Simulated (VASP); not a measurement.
Wanted: the native input for a VASP 6.6.1 run.

```
Task                   : relaxation of cell and atoms
Functional             : PBEsol
Dispersion             : D3(BJ)
Potentials or basis    : VASP PAW PBE potentials, release 64 (Al, O)
Cutoff                 : 600 eV
k mesh                 : 10 × 10 × 4
Occupations            : fermi-dirac, width 0.05 eV
Spin                   : no spin polarisation
Dipole correction      : no
Further INCAR settings : ALGO = Normal; EDIFF = 1e-06; IBRION = 2; EDIFFG = -0.01; NSW = 60; ISIF = 3
```

The structure of Al2O3 lies in POSCAR:

```
Al2O3
1.0
    3.0174825440      0.0000000000      0.0000000000
   -1.5087412720      2.6132165386      0.0000000000
    0.0000000000      0.0000000000      7.5746360022
Al O
2 3
Direct
    0.0000000000      0.0000000000      0.7220490000
    0.0000000000      0.0000000000      0.2779510000
    0.0000000000      0.0000000000      0.5000000000
    0.6666666667      0.3333333333      0.8005460000
    0.3333333333      0.6666666667      0.1994540000
```

These files were run (other wordings do the same):

INCAR

```
SYSTEM = Al2O3
ALGO = Normal
EDIFF = 1E-6
EDIFFG = -0.01
ENCUT = 600
GGA = PS
IBRION = 2
ISIF = 3
ISMEAR = -1
IVDW = 12
LASPH = .TRUE.
LCHARG = .FALSE.
LREAL = .FALSE.
LWAVE = .FALSE.
NELM = 80
NSW = 60
PREC = Accurate
SIGMA = 0.05
```

KPOINTS

```
k-points
0
G
  10 10 4
  0 0 0
```

Potentials or basis: VASP PAW PBE potentials, release 64 (Al, O).

The run is started by

```console
$ cat potpaw_PBE.64/Al/POTCAR potpaw_PBE.64/O/POTCAR > POTCAR
$ mpirun -np 1 vasp_std > vasp.out
```

It gave:

| Property | Result |
| --- | --- |
| Relaxed volume | 11.15 Å³/atom |
| Relaxed cell | a = 2.974 Å, b = 2.974 Å, c = 7.276 Å, α = 90.00°, β = 90.00°, γ = 120.00° |
| Space group after relaxing (to 0.1 Å) | P-3m1 (No. 164) |
| Energy gained by relaxing | 9.9 meV/atom |
| Ionic steps | 16 |
| Pressure after relaxing | 0.1 GPa |
| Largest force after relaxing | 0.004 eV/Å |
| Band gap on the k mesh | 2.38 eV |
| Dispersion energy per atom | -0.148 eV |

Caveat: the PAW data sets were made with another functional, which shifts forces and pressure a little.

It took 6 min on 1 thread of Intel(R) Xeon(R) Platinum 8259CL CPU @ 2.50GHz (Skylake/Cascade Lake), with other jobs on the host, peak memory 0.22 GiB.
